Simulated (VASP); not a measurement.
Input of a VASP 6.6.1 run:

The input INCAR:

```
SYSTEM = TiAl
PREC = Accurate
ENCUT = 520
EDIFF = 1E-6
ISMEAR = 0
SIGMA = 0.15
LREAL = .FALSE.
LASPH = .TRUE.
NELM = 60
ALGO = Fast
ISIF = 2
LWAVE = .FALSE.
LCHARG = .FALSE.
GGA = PS
NBANDS = 14
```

The input KPOINTS:

```
Automatic mesh
0
G
  16 16 16
  0 0 0
```

File POSCAR:

```
TiAl
1.0
    2.9019628136      0.0000000000      0.0000000000
    0.0000000000      2.9019628136      0.0000000000
    0.0000000000      0.0000000000      3.8326222879
Ti Al
1 1
Direct
    0.0000000000      0.0000000000      0.0000000000
    0.5000000000      0.5000000000      0.5000000000
```

Potentials or basis: VASP PAW PBE potentials, release 64 (Ti_sv, Al).

Launch:

```bash
$ cat potpaw_PBE.64/Ti_sv/POTCAR potpaw_PBE.64/Al/POTCAR > POTCAR
$ mpirun -np 1 vasp_std > vasp.out
```

Problem. What does it give for the pressure?

Solution. -2.7 GPa.

Problem. What does it give for the band gap on the k mesh?

Solution. Zero (an odd number of electrons rules out a gap without spin polarisation).

Stress tensor (GPa, compression positive):
```
-4.56  0.00  0.00
 0.00 -4.56  0.00
 0.00  0.00  1.01
```

Caveat: the stress differs along the axes, from -5 to 1 GPa; the PAW data sets were made with another functional, which shifts forces and pressure a little.
